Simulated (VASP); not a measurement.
# CdI2 (P-3m1) in VASP: a series of runs

Runs on CdI2. Level: r2SCAN. Tasks: single point.

All numbers are computed with VASP 6.6.1; they aren't measurements. Logs are shortened: lines on timing, memory, paths and dates and some standing lists are left out, and cuts for length are marked.

### 1 The cell of the first run

It takes space group P-3m1 (No. 164, trigonal). The conventional cell has a = 4.035 Å, b = 4.035 Å, c = 6.550 Å, α = 90.00°, β = 90.00°, γ = 120.00°. Cd (site symmetry -3m) has 6 I at 2.92 Å within 3.8 Å. I (site symmetry 3m) has 3 Cd at 2.92 Å and 12 I at 3.83 to 4.22 Å within 4.3 Å.

### 2 Single point, r2SCAN (strain -5.0%)

Input file POSCAR:

```
CdI2
1.0
    4.0346582919      0.0000000000      0.0000000000
   -2.0173291460      3.4941165764      0.0000000000
    0.0000000000      0.0000000000      6.5502738899
Cd I
1 2
Direct
    0.0000000000      0.0000000000      0.0000000000
    0.3333333333      0.6666666667      0.2684123245
    0.6666666667      0.3333333333      0.7315876755
```

Input file INCAR.step1:

```
  PREC = Accurate
  ENCUT = 550
  ISMEAR = 0
  SIGMA = 0.01
  LREAL = False
  LASPH = True
  NELM = 120
  NBANDS = 20
  GGA = PE
  ALGO = Normal
  EDIFF = 1E-5
  LWAVE = True
  LCHARG = False
  GGA_COMPAT = False
```

Input file INCAR.step2:

```
  PREC = Accurate
  ENCUT = 550
  EDIFF = 1E-6
  ISMEAR = 0
  SIGMA = 0.01
  LREAL = False
  LASPH = True
  NELM = 120
  ALGO = Normal
  ISIF = 2
  LWAVE = False
  LCHARG = True
  METAGGA = R2SCAN
  LMIXTAU = True
  LELF = True
  LVHAR = True
  NBANDS = 20
  ISTART = 1
  GGA_COMPAT = False
```

Input file KPOINTS:

```
regular mesh
0
Gamma
  12 12 4
```

Potentials or basis: VASP PAW PBE potentials, release 64 (Cd, I).

On the command line:

```console
cat potpaw_PBE.64/Cd/POTCAR potpaw_PBE.64/I/POTCAR > POTCAR
cp INCAR.step1 INCAR
mpirun -np 1 vasp_std > vasp.out
cp INCAR.step2 INCAR
mpirun -np 1 vasp_std > vasp.out
```

OUTCAR:

```text
PREC = Accurate
   ENCUT = 550
   EDIFF = 1E-6
   ISMEAR = 0
   LREAL = False
   LASPH = True
   NELM = 120
   ISIF = 2
   METAGGA = R2SCAN
   ISTART = 1

 ion  position               nearest neighbor table
   1  0.000  0.000  0.000-   2 2.92   3 2.92   3 2.92   2 2.92   3 2.92   2 2.92
   2  0.333  0.667  0.268-   1 2.92   1 2.92   1 2.92
   3  0.667  0.333  0.732-   1 2.92   1 2.92   1 2.92

  LATTYP: Found a hexagonal cell.
 ALAT       =     4.0346582919
 C/A-ratio  =     1.6235015250

  Lattice vectors:

 A1 = (   4.0346582919,   0.0000000000,   0.0000000000)
 A2 = (  -2.0173291460,   3.4941165764,   0.0000000000)
 A3 = (   0.0000000000,   0.0000000000,   6.5502738899)

Analysis of symmetry for initial positions (statically):
=====================================================================
 Subroutine PRICEL returns:
 Original cell was already a primitive cell.

 Routine SETGRP: Setting up the symmetry group for a
 hexagonal supercell.

 Subroutine GETGRP returns: Found 12 space group operations
 (whereof 12 operations were pure point group operations)
 out of a pool of 24 trial point group operations.

The static configuration has the point symmetry D_3d.

Analysis of symmetry for dynamics (positions and initial velocities):
=====================================================================
 Subroutine PRICEL returns:
 Original cell was already a primitive cell.

 Routine SETGRP: Setting up the symmetry group for a
 hexagonal supercell.

 Subroutine GETGRP returns: Found 12 space group operations
 (whereof 12 operations were pure point group operations)
 out of a pool of 24 trial point group operations.

The dynamic configuration has the point symmetry D_3d.

 Subroutine INISYM returns: Found 12 space group operations
 (whereof 12 operations are pure point group operations),
 and found     1 'primitive' translations

----------------------------------------------------------------------------------------

                                     Primitive cell

  volume of cell :      92.3429

  direct lattice vectors                    reciprocal lattice vectors
     4.034658292  0.000000000  0.000000000     0.247852464  0.143097687  0.000000000
    -2.017329146  3.494116576  0.000000000     0.000000000  0.286195374  0.000000000
     0.000000000  0.000000000  6.550273890     0.000000000  0.000000000  0.152665372

  length of vectors
     4.034658292  4.034658292  6.550273890     0.286195374  0.286195374  0.152665372

  position of ions in fractional coordinates (direct lattice)
     0.000000000  0.000000000  0.000000000
     0.333333333  0.666666667  0.268412324
     0.666666667  0.333333333  0.731587676

  ion indices of the primitive-cell ions
   primitive index   ion index
                 1           1
                 2           2
                 3           3

----------------------------------------------------------------------------------------

 KPOINTS: regular mesh

Automatic generation of k-mesh.
 Grid dimensions read from file:
 generate k-points for:   12   12    4

 Generating k-lattice:

  Cartesian coordinates                     Fractional coordinates (reciprocal lattice)
     0.020654372  0.011924807  0.000000000     0.083333333  0.000000000  0.000000000
     0.000000000  0.023849614  0.000000000     0.000000000  0.083333333  0.000000000
     0.000000000  0.000000000  0.038166343     0.000000000  0.000000000  0.250000000

  Length of vectors
     0.023849614  0.023849614  0.038166343

  Shift w.r.t. Gamma in fractional coordinates (k-lattice)
     0.000000000  0.000000000  0.000000000

 Subroutine IBZKPT returns following result:
 ===========================================

 Found     69 irreducible k-points:

 Following reciprocal coordinates:
            Coordinates               Weight
  0.000000  0.000000  0.000000      1.000000
  0.083333  0.000000  0.000000      6.000000
  0.166667  0.000000  0.000000      6.000000
  0.250000  0.000000  0.000000      6.000000
  0.333333  0.000000  0.000000      6.000000
  0.416667  0.000000  0.000000      6.000000
[... 16 lines left out ...]
  0.166667  0.000000  0.250000      6.000000
  0.000000  0.166667  0.250000      6.000000
 [... further k-points ...]
   k-points           NKPTS =     69   k-points in BZ     NKDIM =     69   number of bands    NBANDS=     20
   number of dos      NEDOS =    301   number of ions     NIONS =      3
   total plane-waves  NPLWV =  51200
   dimension x,y,z NGX =    32 NGY =   32 NGZ =   50
   dimension x,y,z NGXF=    64 NGYF=   64 NGZF=  100
   ions per type =               1   2
   NGX,Y,Z   is equivalent  to a cutoff of  13.19, 13.19, 12.69 a.u.
   NGXF,Y,Z  is equivalent  to a cutoff of  26.37, 26.37, 25.38 a.u.
 SYSTEM =  unknown system
   PREC   = accura    normal or accurate (medium, high low for compatibility)
   ISTART =      1    job   : 0-new  1-cont  2-samecut
   ICHARG =      0    charge: 1-file 2-atom 10-const
   ISPIN  =      1    spin polarized calculation?
   LNONCOLLINEAR =      F non collinear calculations
   LSORBIT =      F    spin-orbit coupling
   LASPH  =      T    aspherical Exc in radial PAW
   ENCUT  =  550.0 eV  40.42 Ry    6.36 a.u.   7.72  7.72 12.53*2*pi/ulx,y,z
   NELM   =    120;   NELMIN=  2; NELMDL=  0     # of ELM steps
   EDIFF  = 0.1E-05   stopping-criterion for ELM
   LREAL  =      F    real-space projection
   EDIFFG = 0.1E-04   stopping-criterion for IOM
   NSW    =      0    number of steps for IOM
   IBRION =     -1    ionic relax: 0-MD 1-quasi-New 2-CG
   NFREE  =      0    steps in history (QN), initial steepest desc. (CG)
   ISIF   =      2    stress and relaxation
   ISYM   =      2    0-nonsym 1-usesym 2-fastsym
   POTIM  = 0.5000    time-step for ionic-motion
   TEBEG  =    0.0;   TEEND  =   0.0 temperature during run
   PSTRESS=    0.0 pullay stress
   NELECT =      26.0000    total number of electrons
   NUPDOWN=      -1.0000    fix difference up-down
   EMIN   =  10.00;   EMAX   =-10.00  energy-range for DOS
   EFERMI =   0.00;   METHOD = LEGACY
   ISMEAR =     0;   SIGMA  =   0.01  broadening in eV -4-tet -1-fermi 0-gaus
   EFERMI_NEDOS =   21; number of points for ismear=-14 and -15
   IALGO  =     38    algorithm
   IMIX   =      4    mixing-type and parameters
     AMIX     =   0.40;   BMIX     =  1.00
     AMIX_MAG =   1.60;   BMIX_MAG =  1.00
  volume/ion in A,a.u.               =      30.78       207.72
  Fermi-wavevector in a.u.,A,eV,Ry     =   1.072996  2.027668 15.664663  1.151320
  Thomas-Fermi vector in A             =   2.208782
   LORBIT       =      0    0 simple, 1 ext, 2 COOP (PROOUT), +10 PAW based schemes
   METAGGA = R2SCAN    functional components
   LHFCALC =     F    Hartree Fock is set to
   AEXX    =    0.0000 exact exchange contribution
   IVDW    =     0    specifies the selected vdW correction
   LEPSILON=     F    determine dielectric tensor
   LRPA    =     F    only Hartree local field effects (RPA)
 non-spin polarized calculation
 Gauss-broadening in eV      SIGMA  =   0.01
  energy-cutoff  :      550.00
  volume of cell :       92.34
 maximum number of plane-waves:      2731
 NGX is ok and might be reduce to    32
   NGX = 15   NGY = 15   NGZ = 25

 number of electron      26.0000000 magnetization

 Free energy of the ion-electron system (eV)
  ---------------------------------------------------
  ext. energy  EPLUGINS =         0.00000000
  ---------------------------------------------------
  free energy    TOTEN  =       -71.05564197 eV

  energy without entropy =      -71.05564197  energy(sigma->0) =      -71.05564197

 E-fermi :   3.5322     XC(G=0):  -9.7772

 val. band max:        3.4204081701   @ k =   0.0000   0.0000   0.5000
 cond. band min:       5.9372734016   @ k =   0.3333   0.3333   0.0000
 fundamental gap:      2.5168652315
 Fermi energy:         3.5321878638

 k-point     1 :       0.0000    0.0000    0.0000
  band No.  band energies     occupation
      1      -9.8953      2.00000
      2      -8.8533      2.00000
      3      -4.8541      2.00000
      4      -4.8541      2.00000
      5      -4.7340      2.00000
      6      -4.6057      2.00000
[... 12 lines left out ...]
     19      13.2434      0.00000
     20      13.2434      0.00000

 k-point     2 :       0.0833    0.0000    0.0000
  band No.  band energies     occupation
      1      -9.8461      2.00000
      2      -8.8434      2.00000
      3      -4.8464      2.00000
      4      -4.8344      2.00000
      5      -4.7223      2.00000
      6      -4.6079      2.00000
[... 12 lines left out ...]
     19      12.4538      0.00000
     20      13.0213      0.00000

 k-point     3 :       0.1667    0.0000    0.0000
  band No.  band energies     occupation
      1      -9.7053      2.00000
      2      -8.8177      2.00000
      3      -4.8285      2.00000
      4      -4.7850      2.00000
      5      -4.6871      2.00000
      6      -4.6111      2.00000
[... 12 lines left out ...]
     19      11.8373      0.00000
     20      13.1016      0.00000

 k-point     4 :       0.2500    0.0000    0.0000
  band No.  band energies     occupation
      1      -9.4940      2.00000
      2      -8.7869      2.00000
      3      -4.8125      2.00000
      4      -4.7424      2.00000
      5      -4.6392      2.00000
      6      -4.5871      2.00000
[... 12 lines left out ...]
     19      12.0082      0.00000
     20      13.3547      0.00000

 k-point     5 :       0.3333    0.0000    0.0000
  band No.  band energies     occupation
      1      -9.2501      2.00000
      2      -8.7681      2.00000
      3      -4.8068      2.00000
      4      -4.7318      2.00000
      5      -4.6292      2.00000
      6      -4.5532      2.00000
[... 12 lines left out ...]
     19      12.8742      0.00000
     20      13.5199      0.00000
[... 353 lines left out ...]
      6      -4.6083      2.00000
[... 12 lines left out ...]
     19      11.9872      0.00000
     20      12.9265      0.00000

 k-point    22 :       0.0000    0.0833    0.2500
  band No.  band energies     occupation
      1      -9.7257      2.00000
      2      -9.0199      2.00000
      3      -4.8465      2.00000
      4      -4.8421      2.00000
      5      -4.7095      2.00000
      6      -4.6088      2.00000
[... 12 lines left out ...]
     19      12.1257      0.00000
     20      12.5844      0.00000

 k-point    23 :       0.1667    0.0000    0.2500
  band No.  band energies     occupation
      1      -9.5890      2.00000
      2      -8.9784      2.00000
      3      -4.8275      2.00000
      4      -4.7939      2.00000
      5      -4.6846      2.00000
      6      -4.6125      2.00000
[... 12 lines left out ...]
     19      11.8603      0.00000
     20      13.1568      0.00000

 k-point    24 :       0.0000    0.1667    0.2500
  band No.  band energies     occupation
      1      -9.5993      2.00000
      2      -8.9624      2.00000
      3      -4.8294      2.00000
      4      -4.8142      2.00000
      5      -4.6752      2.00000
      6      -4.6164      2.00000
[... 12 lines left out ...]
     19      11.7439      0.00000
     20      12.7596      0.00000

 [... further k-points ...]
[... 5 lines left out ...]
  --------------------------------------------------------------------------------------
  -------------------------------------------------------------------------------------
  Total        3.8119937      3.8119937      3.1200272     -0.0000000      0.0000000      0.0000000
  in kB       66.1392323     66.1392323     54.1334056     -0.0000000      0.0000000      0.0000000
  external PRESSURE =      62.1372901 kB  Pullay stress =       0.0000000 kB

 VOLUME and BASIS-vectors are now :
 -----------------------------------------------------------------------------
  energy-cutoff  :      550.00
  volume of cell :       92.34
      direct lattice vectors                 reciprocal lattice vectors
     4.034658292  0.000000000  0.000000000     0.247852464  0.143097687  0.000000000
    -2.017329146  3.494116576  0.000000000     0.000000000  0.286195374  0.000000000
     0.000000000  0.000000000  6.550273890     0.000000000  0.000000000  0.152665372

 POSITION                                       TOTAL-FORCE (eV/Angst)
 -----------------------------------------------------------------------------------
      0.00000      0.00000      0.00000        -0.000000      0.000000      0.000000
     -0.00000      2.32941      1.75817        -0.000000     -0.000000      0.029602
      2.01733      1.16471      4.79210         0.000000      0.000000     -0.029602
 -----------------------------------------------------------------------------------
    total drift:                                0.000000     -0.000000      0.000000

  FREE ENERGIE OF THE ION-ELECTRON SYSTEM (eV)
  ---------------------------------------------------
  free  energy   TOTEN  =       -71.0556419657 eV

  energy  without entropy=      -71.0556419657  energy(sigma->0) =      -71.05564197
```

Run time: 13 min. Hardware: 1 thread of Oxide Virtual Turin-like, shared host; peak memory 0.28 GiB.

Results:

| Item | Value |
| --- | --- |
| Free energy | -71.0556 eV |
| Pressure | 6.2 GPa |
| Largest force | 0.030 eV/Å |
| Band gap on the k mesh | 2.52 eV (least direct gap 3.12 eV) |

Forces on the atoms (eV/Å):
```
Cd   0.000  0.000  0.000
I    0.000  0.000  0.030
I    0.000  0.000 -0.030
```

Stress tensor (GPa, compression positive):
```
6.61 0.00 0.00
0.00 6.61 0.00
0.00 0.00 5.41
```

Caveat: the cell differs from its parent crystal (strain -5.0%); the cell stands under pressure; the PAW data sets were made with another functional, which shifts forces and pressure a little; spin-orbit coupling is left out, which moves the levels of the heavy elements.

### 3 Single point, r2SCAN (epitaxial xy strain -1.0%)

Input file POSCAR:

```
CdI2
1.0
    4.2045386411      0.0000000000      0.0000000000
   -2.1022693205      3.6412372744      0.0000000000
    0.0000000000      0.0000000000      6.9403280836
Cd I
1 2
Direct
    0.0000000000      0.0000000000      0.0000000000
    0.3333333333      0.6666666667      0.2504053020
    0.6666666667      0.3333333333      0.7495946980
```

Input file INCAR.step1:

```
PREC     = Accurate       # precision mode
ENCUT    = 550            # plane-wave cutoff, eV
ISMEAR   = 0              # smearing method
SIGMA    = 0.01           # smearing width, eV
LREAL    = False          # projectors in reciprocal space
LASPH    = True           # aspherical terms in the spheres
NELM     = 120            # most SCF steps
NBANDS   = 20             # bands
GGA      = PE             # functional
ALGO     = Normal         # electronic algorithm
EDIFF    = 1E-5           # SCF threshold, eV
LWAVE    = True           # write WAVECAR
LCHARG   = False          # write CHGCAR
GGA_COMPAT= False
```

Input file INCAR.step2:

```
PREC     = Accurate       # precision mode
ENCUT    = 550            # plane-wave cutoff, eV
EDIFF    = 1E-6           # SCF threshold, eV
ISMEAR   = 0              # smearing method
SIGMA    = 0.01           # smearing width, eV
LREAL    = False          # projectors in reciprocal space
LASPH    = True           # aspherical terms in the spheres
NELM     = 120            # most SCF steps
ALGO     = Normal         # electronic algorithm
ISIF     = 2              # what is computed and relaxed
LWAVE    = False          # write WAVECAR
LCHARG   = False          # write CHGCAR
METAGGA  = R2SCAN         # meta-GGA
LMIXTAU  = True         
NBANDS   = 20             # bands
ISTART   = 1            
GGA_COMPAT= False
```

KPOINTS is that of step 2.

Potentials or basis: VASP PAW PBE potentials, release 64 (Cd, I).

On the command line:

```console
cat potpaw_PBE.64/Cd/POTCAR potpaw_PBE.64/I/POTCAR > POTCAR
cp INCAR.step1 INCAR
mpirun -np 1 vasp_std > vasp.out
cp INCAR.step2 INCAR
mpirun -np 1 vasp_std > vasp.out
```

OUTCAR:

```text
PREC = Accurate
   ENCUT = 550
   EDIFF = 1E-6
   ISMEAR = 0
   LREAL = False
   LASPH = True
   NELM = 120
   ISIF = 2
   METAGGA = R2SCAN
   ISTART = 1

 ion  position               nearest neighbor table
   1  0.000  0.000  0.000-   2 2.99   3 2.99   2 2.99   3 2.99   3 2.99   2 2.99
   2  0.333  0.667  0.250-   1 2.99   1 2.99   1 2.99
   3  0.667  0.333  0.750-   1 2.99   1 2.99   1 2.99

  LATTYP: Found a hexagonal cell.
 ALAT       =     4.2045386411
 C/A-ratio  =     1.6506753002

  Lattice vectors:

 A1 = (   4.2045386411,   0.0000000000,   0.0000000000)
 A2 = (  -2.1022693205,   3.6412372744,   0.0000000000)
 A3 = (   0.0000000000,   0.0000000000,   6.9403280836)

Analysis of symmetry for initial positions (statically):
=====================================================================
 Subroutine PRICEL returns:
 Original cell was already a primitive cell.

 Routine SETGRP: Setting up the symmetry group for a
 hexagonal supercell.

 Subroutine GETGRP returns: Found 12 space group operations
[... 157 lines left out ...]
 number of electron      25.9999992 magnetization

 Free energy of the ion-electron system (eV)
  ---------------------------------------------------
  ext. energy  EPLUGINS =         0.00000000
  ---------------------------------------------------
  free energy    TOTEN  =       -71.34291320 eV

  energy without entropy =      -71.34291320  energy(sigma->0) =      -71.34291320

 E-fermi :   1.9093     XC(G=0):  -9.0364

 val. band max:        1.8322340552   @ k =   0.0833  -0.0000   0.2500
 cond. band min:       4.5684998389   @ k =   0.5000  -0.0000   0.5000
 fundamental gap:      2.7362657837
 Fermi energy:         1.9093068324

 k-point     1 :       0.0000    0.0000    0.0000
  band No.  band energies     occupation
      1     -10.7309      2.00000
      2     -10.0061      2.00000
      3      -6.0873      2.00000
      4      -6.0873      2.00000
      5      -5.9610      2.00000
      6      -5.8789      2.00000
[... 541 lines left out ...]
     19      10.4067      0.00000
     20      11.2106      0.00000

 [... further k-points ...]
[... 5 lines left out ...]
  --------------------------------------------------------------------------------------
  -------------------------------------------------------------------------------------
  Total        1.0422498      1.0422498      0.6418772      0.0000000      0.0000000      0.0000000
  in kB       15.7157484     15.7157484      9.6786595      0.0000000      0.0000000      0.0000000
  external PRESSURE =      13.7033854 kB  Pullay stress =       0.0000000 kB

 VOLUME and BASIS-vectors are now :
 -----------------------------------------------------------------------------
  energy-cutoff  :      550.00
  volume of cell :      106.25
      direct lattice vectors                 reciprocal lattice vectors
     4.204538641  0.000000000  0.000000000     0.237838223  0.137315962  0.000000000
    -2.102269321  3.641237274  0.000000000     0.000000000  0.274631924  0.000000000
     0.000000000  0.000000000  6.940328084     0.000000000  0.000000000  0.144085407

 POSITION                                       TOTAL-FORCE (eV/Angst)
 -----------------------------------------------------------------------------------
      0.00000      0.00000      0.00000        -0.000000      0.000000      0.000000
     -0.00000      2.42749      1.73789         0.000000      0.000000      0.020562
      2.10227      1.21375      5.20243        -0.000000      0.000000     -0.020562
 -----------------------------------------------------------------------------------
    total drift:                               -0.000000     -0.000000     -0.000000

  FREE ENERGIE OF THE ION-ELECTRON SYSTEM (eV)
  ---------------------------------------------------
  free  energy   TOTEN  =       -71.3429132007 eV

  energy  without entropy=      -71.3429132007  energy(sigma->0) =      -71.34291320
```

Run time: 14 min. Hardware: 1 thread of Oxide Virtual Turin-like, shared host; peak memory 0.31 GiB.

Results:

* Free energy: -71.3429 eV
* Pressure: 1.4 GPa
* Largest force: 0.021 eV/Å
* Band gap on the k mesh: 2.74 eV (least direct gap 3.12 eV)

Forces in eV/Å, atoms in the order of the input:
```
Cd   0.000  0.000  0.000
I    0.000  0.000  0.021
I    0.000  0.000 -0.021
```

Caveat: the cell differs from its parent crystal (epitaxial xy strain -1.0%); the PAW data sets were made with another functional, which shifts forces and pressure a little; spin-orbit coupling is left out, which moves the levels of the heavy elements. A k mesh can miss the band edges.
